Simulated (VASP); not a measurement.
Wanted: the native input for a VASP 6.6.1 run.

```
Task                   : single point
Functional             : PBE
Potentials or basis    : VASP PAW PBE potentials, release 64 (C)
Cutoff                 : 600 eV
k mesh                 : 12 × 12 × 12
Occupations            : gaussian, width 0.02 eV
Spin                   : no spin polarisation
Dipole correction      : no
Further INCAR settings : ALGO = Normal; EDIFF = 1e-06; NBANDS = 11
```

The structure of C lies in POSCAR:

```
C
1.0
    0.0000000000      1.7688652900      1.7688652900
    1.7688652900      0.0000000000      1.7688652900
    1.7688652900      1.7688652900      0.0000000000
C
2
Direct
    0.5000000000      0.5000000000      0.5000000000
    0.7500000000      0.7500000000      0.7500000000
```

This cell differs from its parent crystal: strained.

The input as run:

INCAR

```
SYSTEM = C
ALGO     = Normal         ! electronic algorithm
EDIFF    = 1E-6           ! SCF threshold, eV
ENCUT    = 600            ! plane-wave cutoff, eV
GGA      = PE             ! functional
GGA_COMPAT= .FALSE.      
ISIF     = 2              ! what is computed and relaxed
ISMEAR   = 0              ! smearing method
LASPH    = .TRUE.         ! aspherical terms in the spheres
LCHARG   = .TRUE.         ! write CHGCAR
LELF     = .TRUE.         ! ELF
LREAL    = .FALSE.        ! projectors in reciprocal space
LVHAR    = .TRUE.       
LWAVE    = .FALSE.        ! write WAVECAR
NBANDS   = 11             ! bands
NELM     = 120            ! most SCF steps
PREC     = Accurate       ! precision mode
SIGMA    = 0.02           ! smearing width, eV
```

KPOINTS

```
k-points
0
G
  12 12 12
  0 0 0
```

Potentials or basis: VASP PAW PBE potentials, release 64 (C).

The run is started by

```console
$ cat potpaw_PBE.64/C/POTCAR > POTCAR
$ mpirun -np 1 vasp_std > vasp.out
```

Results of the run:

```json
{
  "Pressure": "13.1 GPa",
  "Band gap on the k mesh": "4.21 eV, indirect (least direct gap 5.66 eV)"
}
```

Caveat: the cell differs from its parent crystal (strained).

Wall time 7.4 s on 1 thread of Intel(R) Xeon(R) Platinum 8375C CPU @ 2.90GHz (Ice Lake), on a shared host, peak memory 0.12 GiB.
